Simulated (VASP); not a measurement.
A run of VASP 6.6.1 is set up as follows.

File INCAR:

```
SYSTEM = AlNi
PREC = Accurate
ENCUT = 520
EDIFF = 1E-6
ISMEAR = 0
SIGMA = 0.15
LREAL = .FALSE.
LASPH = .TRUE.
NELM = 100
ALGO = Fast
ISIF = 2
LWAVE = .FALSE.
LCHARG = .FALSE.
GGA = PS
NBANDS = 21
```

The input KPOINTS:

```
Automatic mesh
0
G
  12 8 8
  0 0 0
```

The input POSCAR:

```
AlNi
1.0
   -2.0149688988      2.0149693675     -0.0000005456
   -2.0284087404     -2.0284082903     -2.8686827068
   -2.0284041683     -2.0284052673      2.8686773566
Al Ni
2 2
Direct
   -0.0000056314      0.0000078764      0.0000100759
    0.0000056314      0.4999921236      0.4999899241
    0.4999976969      0.9999881186      0.5000124573
    0.5000023031      0.5000118814     -0.0000124573
```

Potentials or basis: VASP PAW PBE potentials, release 64 (Al, Ni).

Run with:

```bash
$ cat potpaw_PBE.64/Al/POTCAR potpaw_PBE.64/Ni/POTCAR > POTCAR
$ mpirun -np 1 vasp_std > vasp.out
```

Q: What does it give for the pressure?

A: 0.2 GPa.

Q: Estimate the band gap on the k mesh.

A: Zero (bands 13 and 14 overlap by 3.32 eV).

Caveat: the PAW data sets were made with another functional, which shifts forces and pressure a little. Spin polarisation is off, so any magnetic state and its effect on volume and gap are missing.
